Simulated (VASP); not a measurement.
Write the native input for VASP 6.6.1 that does the following.

* Task: single point
* Functional: LDA
* Potentials or basis: VASP PAW LDA potentials, release 64 (Al)
* Cutoff: 520 eV
* k mesh: 16 × 16 × 16
* Occupations: fermi-dirac, width 0.1 eV
* Spin: no spin polarisation
* Dipole correction: no
* Further INCAR settings: ALGO = Normal; EDIFF = 1e-06; NBANDS = 8

The structure of Al lies in POSCAR:

```
Al
1.0
   -1.5736402313      1.5736402313      1.5736402313
    1.5736402313     -1.5736402313      1.5736402313
    1.5736402313      1.5736402313     -1.5736402313
Al
1
Direct
    0.0000000000      0.0000000000      0.0000000000
```

This cell differs from its parent crystal: volume scaled by 0.96.

The input as run:

INCAR

```
SYSTEM = Al
ALGO = Normal
EDIFF = 1E-6
ENCUT = 520
GGA = CA
ISIF = 2
ISMEAR = -1
LASPH = .TRUE.
LCHARG = .FALSE.
LREAL = .FALSE.
LWAVE = .FALSE.
NBANDS = 8
NELM = 100
PREC = Accurate
SIGMA = 0.1
```

KPOINTS

```
k-points
0
G
  16 16 16
  0 0 0
```

Potentials or basis: VASP PAW LDA potentials, release 64 (Al).

Run with:

```bash
$ cat potpaw_LDA.64/Al/POTCAR > POTCAR
$ mpirun -np 1 vasp_std > vasp.out
```

Results of the run:

The pressure is 3.2 GPa.

It took 5.6 s on 1 thread of Intel Xeon 6975P-C (shared host), peak memory 0.12 GiB.
